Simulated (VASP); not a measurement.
# AlGa3N4 (R3m) in VASP: notebook

The runs below take AlGa3N4 through single point, with LDA.

All numbers are computed with VASP 6.6.1; they aren't measurements. Logs are shortened: lines on timing, memory, paths and dates and some standing lists are left out, and cuts for length are marked.

### 1 The cell of the first run

It takes space group R3m (No. 160, trigonal). Conventional cell: a = 6.417 Å, b = 6.417 Å, c = 7.054 Å, α = 90.00°, β = 90.00°, γ = 120.00°. Within 2.3 Å of Al (site symmetry 3m) lie 4 N at 1.73 to 1.91 Å. Within 2.4 Å of Ga (site symmetry m) lie 4 N at 1.78 to 1.96 Å. Within 2.4 Å of N (site symmetry m) lie 3 Ga at 1.78 to 1.96 Å and 1 Al at 1.91 Å. Within 2.3 Å of N (site symmetry 3m) lie 1 Al at 1.73 Å and 3 Ga at 1.95 Å.

### 2 Single point, LDA

INCAR

```
ALGO     = Normal         # electronic algorithm
EDIFF    = 1E-6           # SCF threshold, eV
ENCUT    = 1330           # plane-wave cutoff, eV
GGA      = CA             # functional
GGA_COMPAT= False        
ISIF     = 2              # what is computed and relaxed
ISMEAR   = 0              # smearing method
LASPH    = True           # aspherical terms in the spheres
LCHARG   = True           # write CHGCAR
LELF     = True           # ELF
LREAL    = False          # projectors in reciprocal space
LVHAR    = True         
LWAVE    = False          # write WAVECAR
NBANDS   = 41             # bands
NELM     = 120            # most SCF steps
PREC     = Accurate       # precision mode
SIGMA    = 0.05           # smearing width, eV
```

KPOINTS

```
k-points
0
Gamma
  6 6 6
```

POSCAR

```
AlGa3N4
1.0
    4.3824846439     -0.1549363258     -0.1549363258
   -0.1549363258      4.3824846439     -0.1549363258
   -0.1549363258     -0.1549363258      4.3824846439
Al Ga N
1 3 4
Direct
    0.0000000000      0.0000000000      0.0000000000
    0.5000000000      0.5000000000      0.0000000000
    0.5000000000      0.0000000000      0.5000000000
    0.0000000000      0.5000000000      0.5000000000
    0.7548078379      0.7548078379      0.2451921621
    0.7548078379      0.2451921621      0.7548078379
    0.2451921621      0.7548078379      0.7548078379
    0.2451921621      0.2451921621      0.2451921621
```

Potentials or basis: VASP PAW LDA potentials, release 64 (Al, Ga_d, N_h).

The run is started by

```bash
$ cat potpaw_LDA.64/Al/POTCAR potpaw_LDA.64/Ga_d/POTCAR potpaw_LDA.64/N_h/POTCAR > POTCAR
$ mpirun -np 1 vasp_std > vasp.out
```

OUTCAR:

```text
EDIFF = 1E-6
   ENCUT = 1330
   GGA = CA
   ISIF = 2
   ISMEAR = 0
   LASPH = True
   LREAL = False
   NELM = 120
   PREC = Accurate

 ion  position               nearest neighbor table
   1  0.000  0.000  0.000-   8 1.73   6 1.91   7 1.91   5 1.91   3 2.99   4 2.99   2 2.99   4 2.99
                             3 2.99   2 2.99
   2  0.500  0.500  0.000-   5 1.78   8 1.95   7 1.96   6 1.96   1 2.99   1 2.99
   3  0.500  0.000  0.500-   6 1.78   8 1.95   7 1.96   5 1.96   1 2.99   1 2.99
   4  0.000  0.500  0.500-   7 1.78   8 1.95   5 1.96   6 1.96   1 2.99   1 2.99
   5  0.755  0.755  0.245-   2 1.78   1 1.91   3 1.96   4 1.96
   6  0.755  0.245  0.755-   3 1.78   1 1.91   2 1.96   4 1.96
   7  0.245  0.755  0.755-   4 1.78   1 1.91   3 1.96   2 1.96
   8  0.245  0.245  0.245-   1 1.73   2 1.95   3 1.95   4 1.95

  LATTYP: Found a trigonal (rhomboedric) cell.
 ALAT       =     4.3879587719
 COS(alpha) =    -0.0692840059

  Lattice vectors:

 A1 = (   4.3824846439,  -0.1549363258,  -0.1549363258)
 A2 = (  -0.1549363258,   4.3824846439,  -0.1549363258)
 A3 = (  -0.1549363258,  -0.1549363258,   4.3824846439)

Analysis of symmetry for initial positions (statically):
=====================================================================
 Subroutine PRICEL returns:
 Original cell was already a primitive cell.

 Routine SETGRP: Setting up the symmetry group for a
 trigonal (rhombohedral) supercell.

 Subroutine GETGRP returns: Found  6 space group operations
 (whereof  6 operations were pure point group operations)
 out of a pool of 12 trial point group operations.

The static configuration has the point symmetry C_3v.

Analysis of symmetry for dynamics (positions and initial velocities):
=====================================================================
 Subroutine PRICEL returns:
 Original cell was already a primitive cell.

 Routine SETGRP: Setting up the symmetry group for a
 trigonal (rhombohedral) supercell.

 Subroutine GETGRP returns: Found  6 space group operations
 (whereof  6 operations were pure point group operations)
 out of a pool of 12 trial point group operations.

The dynamic configuration has the point symmetry C_3v.

 Subroutine INISYM returns: Found  6 space group operations
 (whereof  6 operations are pure point group operations),
 and found     1 'primitive' translations

----------------------------------------------------------------------------------------

                                     Primitive cell

  volume of cell :      83.8477

  direct lattice vectors                    reciprocal lattice vectors
     4.382484644 -0.154936326 -0.154936326     0.228773897  0.008384384  0.008384384
    -0.154936326  4.382484644 -0.154936326     0.008384384  0.228773897  0.008384384
    -0.154936326 -0.154936326  4.382484644     0.008384384  0.008384384  0.228773897

  length of vectors
     4.387958772  4.387958772  4.387958772     0.229080972  0.229080972  0.229080972

  position of ions in fractional coordinates (direct lattice)
     0.000000000  0.000000000  0.000000000
     0.500000000  0.500000000  0.000000000
     0.500000000  0.000000000  0.500000000
     0.000000000  0.500000000  0.500000000
     0.754807838  0.754807838  0.245192162
     0.754807838  0.245192162  0.754807838
     0.245192162  0.754807838  0.754807838
     0.245192162  0.245192162  0.245192162

  ion indices of the primitive-cell ions
   primitive index   ion index
                 1           1
                 2           2
                 3           3
                 4           4
                 5           5
                 6           6
                 7           7
                 8           8

----------------------------------------------------------------------------------------

 KPOINTS: k-points

Automatic generation of k-mesh.
 Grid dimensions read from file:
 generate k-points for:    6    6    6

 Generating k-lattice:

  Cartesian coordinates                     Fractional coordinates (reciprocal lattice)
     0.038128983  0.001397397  0.001397397     0.166666667  0.000000000  0.000000000
     0.001397397  0.038128983  0.001397397     0.000000000  0.166666667  0.000000000
     0.001397397  0.001397397  0.038128983     0.000000000  0.000000000  0.166666667

  Length of vectors
     0.038180162  0.038180162  0.038180162

  Shift w.r.t. Gamma in fractional coordinates (k-lattice)
     0.000000000  0.000000000  0.000000000

 Subroutine IBZKPT returns following result:
 ===========================================

 Found     32 irreducible k-points:

 Following reciprocal coordinates:
            Coordinates               Weight
  0.000000  0.000000  0.000000      1.000000
  0.166667 -0.000000 -0.000000      6.000000
  0.333333 -0.000000 -0.000000      6.000000
  0.500000 -0.000000  0.000000      3.000000
  0.166667  0.166667 -0.000000      6.000000
  0.333333  0.166667 -0.000000     12.000000
[... 16 lines left out ...]
  0.500000  0.500000  0.166667      6.000000
 -0.333333  0.500000  0.166667     12.000000
 [... further k-points ...]
   k-points           NKPTS =     32   k-points in BZ     NKDIM =     32   number of bands    NBANDS=     41
   number of dos      NEDOS =    301   number of ions     NIONS =      8
   total plane-waves  NPLWV = 157464
   dimension x,y,z NGX =    54 NGY =   54 NGZ =   54
   dimension x,y,z NGXF=   108 NGYF=  108 NGZF=  108
   ions per type =               1   3   4
   NGX,Y,Z   is equivalent  to a cutoff of  20.46, 20.46, 20.46 a.u.
   NGXF,Y,Z  is equivalent  to a cutoff of  40.92, 40.92, 40.92 a.u.
 SYSTEM =  unknown system
   PREC   = accura    normal or accurate (medium, high low for compatibility)
   ISTART =      0    job   : 0-new  1-cont  2-samecut
   ICHARG =      2    charge: 1-file 2-atom 10-const
   ISPIN  =      1    spin polarized calculation?
   LNONCOLLINEAR =      F non collinear calculations
   LSORBIT =      F    spin-orbit coupling
   LASPH  =      T    aspherical Exc in radial PAW
   ENCUT  = 1330.0 eV  97.75 Ry    9.89 a.u.  13.05 13.05 13.05*2*pi/ulx,y,z
   NELM   =    120;   NELMIN=  2; NELMDL= -5     # of ELM steps
   EDIFF  = 0.1E-05   stopping-criterion for ELM
   LREAL  =      F    real-space projection
[... 7 lines left out ...]
   TEBEG  =    0.0;   TEEND  =   0.0 temperature during run
   PSTRESS=    0.0 pullay stress
   NELECT =      62.0000    total number of electrons
   NUPDOWN=      -1.0000    fix difference up-down
   EMIN   =  10.00;   EMAX   =-10.00  energy-range for DOS
   EFERMI =   0.00;   METHOD = LEGACY
   ISMEAR =     0;   SIGMA  =   0.05  broadening in eV -4-tet -1-fermi 0-gaus
   EFERMI_NEDOS =   21; number of points for ismear=-14 and -15
   IALGO  =     38    algorithm
   IMIX   =      4    mixing-type and parameters
     AMIX     =   0.40;   BMIX     =  1.00
     AMIX_MAG =   1.60;   BMIX_MAG =  1.00
  volume/ion in A,a.u.               =      10.48        70.73
  Fermi-wavevector in a.u.,A,eV,Ry     =   1.480386  2.797524 29.817753  2.191543
  Thomas-Fermi vector in A             =   2.594427
   LORBIT       =      0    0 simple, 1 ext, 2 COOP (PROOUT), +10 PAW based schemes
   GGA     = CA    functional components
   LHFCALC =     F    Hartree Fock is set to
   AEXX    =    0.0000 exact exchange contribution
   IVDW    =     0    specifies the selected vdW correction
   LEPSILON=     F    determine dielectric tensor
   LRPA    =     F    only Hartree local field effects (RPA)
 non-spin polarized calculation
 Gauss-broadening in eV      SIGMA  =   0.05
  energy-cutoff  :     1330.00
  volume of cell :       83.85
 maximum number of plane-waves:      9262
 NGX is ok and might be reduce to    54
   NGX = 27   NGY = 27   NGZ = 27

 number of electron      62.0000001 magnetization

 Free energy of the ion-electron system (eV)
  ---------------------------------------------------
  ext. energy  EPLUGINS =         0.00000000
  ---------------------------------------------------
  free energy    TOTEN  =       -57.08653493 eV

  energy without entropy =      -57.08653493  energy(sigma->0) =      -57.08653493

 E-fermi :   6.7208     XC(G=0): -12.2684

 val. band max:        6.4323496697   @ k =   0.0000   0.0000   0.0000
 cond. band min:       8.7619595730   @ k =   0.0000   0.0000   0.0000
 fundamental gap:      2.3296099033
 Fermi energy:         6.7208284523

 k-point     1 :       0.0000    0.0000    0.0000
  band No.  band energies     occupation
      1      -9.9353      2.00000
      2      -8.5979      2.00000
      3      -8.5979      2.00000
      4      -8.3267      2.00000
      5      -7.1570      2.00000
      6      -7.1339      2.00000
[... 33 lines left out ...]
     40      16.4183      0.00000
     41      18.3859      0.00000

 k-point     2 :       0.1667   -0.0000   -0.0000
  band No.  band energies     occupation
      1      -9.8126      2.00000
      2      -8.6258      2.00000
      3      -8.6008      2.00000
      4      -8.3382      2.00000
      5      -7.1486      2.00000
      6      -7.1238      2.00000
[... 33 lines left out ...]
     40      16.7204      0.00000
     41      18.1854      0.00000

 k-point     3 :       0.3333   -0.0000   -0.0000
  band No.  band energies     occupation
      1      -9.4830      2.00000
      2      -8.7490      2.00000
      3      -8.6066      2.00000
      4      -8.3643      2.00000
      5      -7.1194      2.00000
      6      -7.0946      2.00000
[... 875 lines left out ...]
      2      -8.8301      2.00000
      3      -8.7535      2.00000
      4      -8.4318      2.00000
      5      -7.1271      2.00000
      6      -7.0962      2.00000
[... 33 lines left out ...]
     40      16.6643      0.00000
     41      16.7491      0.00000

 k-point    24 :      -0.3333    0.5000    0.1667
  band No.  band energies     occupation
      1      -8.9687      2.00000
      2      -8.8485      2.00000
      3      -8.7242      2.00000
      4      -8.4093      2.00000
      5      -7.1396      2.00000
      6      -7.0946      2.00000
[... 33 lines left out ...]
     40      16.4780      0.00000
     41      16.8882      0.00000

 [... further k-points ...]

------------------------ aborting loop because EDIFF is reached ----------------------------------------

  FORCE on cell =-STRESS in cart. coord.  units (eV):
  Direction    XX          YY          ZZ          XY          YZ          ZX
  --------------------------------------------------------------------------------------
  -------------------------------------------------------------------------------------
  Total        6.5511849      6.5511849      6.5511849      9.9629231      9.9629231      9.9629231
  in kB      125.1812420    125.1812420    125.1812420    190.3733608    190.3733608    190.3733608
  external PRESSURE =     125.1812420 kB  Pullay stress =       0.0000000 kB

 VOLUME and BASIS-vectors are now :
 -----------------------------------------------------------------------------
  energy-cutoff  :     1330.00
  volume of cell :       83.85
      direct lattice vectors                 reciprocal lattice vectors
     4.382484644 -0.154936326 -0.154936326     0.228773897  0.008384384  0.008384384
    -0.154936326  4.382484644 -0.154936326     0.008384384  0.228773897  0.008384384
    -0.154936326 -0.154936326  4.382484644     0.008384384  0.008384384  0.228773897

 POSITION                                       TOTAL-FORCE (eV/Angst)
 -----------------------------------------------------------------------------------
      0.00000      0.00000      0.00000        -1.221370     -1.221370     -1.221370
      2.11377      2.11377     -0.15494        -1.272582     -1.272582     -1.167474
      2.11377     -0.15494      2.11377        -1.272582     -1.167474     -1.272582
     -0.15494      2.11377      2.11377        -1.167474     -1.272582     -1.272582
      3.15300      3.15300      0.84066         1.273030      1.273030      1.113112
      3.15300      0.84066      3.15300         1.273030      1.113112      1.273030
      0.84066      3.15300      3.15300         1.113112      1.273030      1.273030
      0.99857      0.99857      0.99857         1.274837      1.274837      1.274837
 -----------------------------------------------------------------------------------
    total drift:                                0.000711      0.000711      0.000711

  FREE ENERGIE OF THE ION-ELECTRON SYSTEM (eV)
  ---------------------------------------------------
  free  energy   TOTEN  =       -57.0865349258 eV

  energy  without entropy=      -57.0865349258  energy(sigma->0) =      -57.08653493
```

Run time: 8.3 min. Hardware: 1 thread of Intel Xeon Platinum 8259CL at 2.50GHz (Skylake/Cascade Lake), shared host; peak memory 0.55 GiB.

Results:

- Free energy: -57.0865 eV
- Pressure: 12.5 GPa
- Largest force: 2.208 eV/Å
- Band gap on the k mesh: 2.33 eV

Forces in eV/Å, atoms in the order of the input:
```
Al  -1.221 -1.221 -1.221
Ga  -1.273 -1.273 -1.167
Ga  -1.273 -1.167 -1.273
Ga  -1.167 -1.273 -1.273
N    1.273  1.273  1.113
N    1.273  1.113  1.273
N    1.113  1.273  1.273
N    1.275  1.275  1.275
```

Levels at points of the mesh, in eV from the valence-band top:
| k point | band 27 | band 28 | band 29 | band 30 | band 31 | band 32 | band 33 | band 34 | band 35 | band 36 |
| --- | --- | --- | --- | --- | --- | --- | --- | --- | --- | --- |
| (0.00, 0.00, 0.00) | -2.34 | -2.32 | -0.36 | -0.36 | 0.00 | 2.33 | 2.99 | 3.00 | 3.00 | 6.82 |
| (0.50, 0.00, 0.00) | -3.06 | -2.19 | -1.87 | -1.47 | -1.15 | 4.69 | 4.76 | 5.84 | 5.87 | 7.92 |
| (0.50, 0.50, 0.00) | -3.23 | -1.41 | -1.37 | -1.01 | -0.76 | 6.29 | 6.49 | 6.88 | 7.19 | 7.32 |
| (0.50, 0.50, 0.50) | -1.03 | -1.03 | -0.79 | -0.75 | -0.75 | 4.40 | 5.32 | 5.32 | 6.46 | 8.75 |

Caveat: the cell stands under pressure; forces of over 1 eV/Å act on the atoms, so gaps and moduli don't describe the material at rest.

### 3 Single point, LDA

This run uses another cell than the first one, of 10.83 Å³/atom.

INCAR

```
PREC = Accurate ; ENCUT = 1330
EDIFF = 1E-6 ; ISMEAR = 0
SIGMA = 0.05 ; LREAL = F
LASPH = T ; NELM = 120
ALGO = Normal ; ISIF = 2
LWAVE = F ; LCHARG = F
GGA = CA ; NBANDS = 41
GGA_COMPAT = F
```

KPOINTS

```
regular mesh
0
Gamma
  6 6 6
```

POSCAR, as its differences from that of step 2:

```diff
@@ -2,5 +2,5 @@
 1.0
-    4.3824846439     -0.1549363258     -0.1549363258
-   -0.1549363258      4.3824846439     -0.1549363258
-   -0.1549363258     -0.1549363258      4.3824846439
+    4.4267521656     -0.1033646631     -0.1033646631
+   -0.1033646631      4.4267521656     -0.1033646631
+   -0.1033646631     -0.1033646631      4.4267521656
 Al Ga N
```

Potentials or basis: VASP PAW LDA potentials, release 64 (Al, Ga_d, N_h).

The run is started by

```bash
$ cat potpaw_LDA.64/Al/POTCAR potpaw_LDA.64/Ga_d/POTCAR potpaw_LDA.64/N_h/POTCAR > POTCAR
$ mpirun -np 1 vasp_std > vasp.out
```

It used 450 s of CPU time on 1 thread of Intel(R) Xeon(R) Platinum 8488C (Sapphire Rapids), on a shared host.

The run converged. Its results:

| Item | Value |
| --- | --- |
| Free energy | -57.8021 eV |
| Pressure | 2.9 GPa |
| Largest force | 1.100 eV/Å |
| Band gap on the k mesh | 2.31 eV |

Forces in eV/Å, atoms in the order of the input:
```
Al  -0.606 -0.606 -0.606
Ga  -0.629 -0.629 -0.574
Ga  -0.629 -0.574 -0.629
Ga  -0.574 -0.629 -0.629
N    0.634  0.634  0.536
N    0.634  0.536  0.634
N    0.536  0.634  0.634
N    0.635  0.635  0.635
```

Stress tensor (GPa, compression positive):
```
 2.87 10.93 10.93
10.93  2.87 10.93
10.93 10.93  2.87
```

Levels at points of the mesh, in eV from the valence-band top:
```
           k point  band 27  band 28  band 29  band 30  band 31  band 32  band 33  band 34  band 35  band 36
(0.00, 0.00, 0.00)    -2.40    -2.38    -0.25    -0.25     0.00     2.31     3.13     3.15     3.15     6.52
(0.50, 0.00, 0.00)    -2.99    -1.93    -1.63    -1.48    -1.17     4.73     4.81     5.94     5.97     7.70
(0.50, 0.50, 0.00)    -3.18    -1.25    -1.22    -1.00    -0.75     6.43     6.53     6.85     7.23     7.24
(0.50, 0.50, 0.50)    -0.97    -0.97    -0.77    -0.76    -0.76     4.50     5.11     5.11     6.27     8.75
```

Caveat: forces of over 1 eV/Å act on the atoms, so gaps and moduli don't describe the material at rest.

### 4 Single point, LDA

This run uses another cell than the first one, of 10.17 Å³/atom.

INCAR

```
SYSTEM = AlGa3N4
PREC = Accurate ; ENCUT = 1330
EDIFF = 1E-6 ; ISMEAR = 0
SIGMA = 0.05 ; LREAL = .False.
LASPH = .True. ; NELM = 120
ALGO = Normal ; ISIF = 2
LWAVE = .False. ; LCHARG = .True.
LELF = .True. ; LVHAR = .True.
NBANDS = 41 ; GGA_COMPAT = .False.
```

KPOINTS

```
Automatic mesh
0
Gamma
  6 6 6
  0 0 0
```

POSCAR, as its differences from that of step 3:

```diff
@@ -2,5 +2,5 @@
 1.0
-    4.4267521656     -0.1033646631     -0.1033646631
-   -0.1033646631      4.4267521656     -0.1033646631
-   -0.1033646631     -0.1033646631      4.4267521656
+    4.3382171223     -0.1549363258     -0.1549363258
+   -0.1549363258      4.3382171223     -0.1549363258
+   -0.1549363258     -0.1549363258      4.3382171223
 Al Ga N
```

The run is started by

```bash
$ cat potpaw_LDA.64/Al/POTCAR potpaw_LDA.64/Ga_d/POTCAR potpaw_LDA.64/N_h/POTCAR > POTCAR
$ mpirun -np 1 vasp_std > vasp.out
```

Run time: 3.5 min. Hardware: 1 thread of Intel Xeon 6975P-C (Granite Rapids), shared host; peak memory 0.54 GiB.

The run converged. Its results:

| Quantity | Value |
| --- | --- |
| Free energy | -56.8018 eV |
| Pressure | 20.6 GPa |
| Largest force | 2.514 eV/Å |
| Band gap on the k mesh | 2.51 eV |

Forces on the atoms (eV/Å):
```
Al  -1.397 -1.397 -1.397
Ga  -1.462 -1.462 -1.351
Ga  -1.462 -1.351 -1.462
Ga  -1.351 -1.462 -1.462
N    1.468  1.468  1.285
N    1.468  1.285  1.468
N    1.285  1.468  1.468
N    1.451  1.451  1.451
```

Stress tensor (GPa, compression positive):
```
20.63 21.06 21.06
21.06 20.63 21.06
21.06 21.06 20.63
```

Levels at points of the mesh, in eV from the valence-band top:
```
           k point  band 29  band 30  band 31  band 32  band 33  band 34
(0.00, 0.00, 0.00)    -0.38    -0.38     0.00     2.51     2.99     3.00
(0.50, 0.00, 0.00)    -1.95    -1.52    -1.18     4.79     4.86     5.89
(0.50, 0.50, 0.00)    -1.43    -1.04    -0.79     6.46     6.68     7.07
(0.50, 0.50, 0.50)    -0.82    -0.77    -0.77     4.58     5.55     5.55
```

Caveat: the cell stands under pressure; forces of over 1 eV/Å act on the atoms, so gaps and moduli don't describe the material at rest.

### 5 The runs side by side

| cell | gap on the mesh (eV) | pressure (GPa) | largest force (eV/Å) |
| --- | --- | --- | --- |
| a = 4.388 Å, angles 94.0°, 8 atoms | 2.33 | 12.5 | 2.21 |
| a = 4.429 Å, angles 92.6°, 8 atoms | 2.31 | 2.9 | 1.10 |
| a = 4.344 Å, angles 94.0°, 8 atoms | 2.51 | 20.6 | 2.51 |

Alike in all rows: task single point; level LDA; potentials or basis VASP PAW LDA potentials, release 64 (Al, Ga_d, N_h); no spin polarisation; k mesh 6 × 6 × 6; cutoff (eV) 1330; smearing gaussian 0.05 eV.

Caveats: forces of over 1 eV/Å act on the atoms, so gaps and moduli don't describe the material at rest; the cell stands under pressure (at least some runs).

Absolute energies hang on the potentials; compare differences alone.
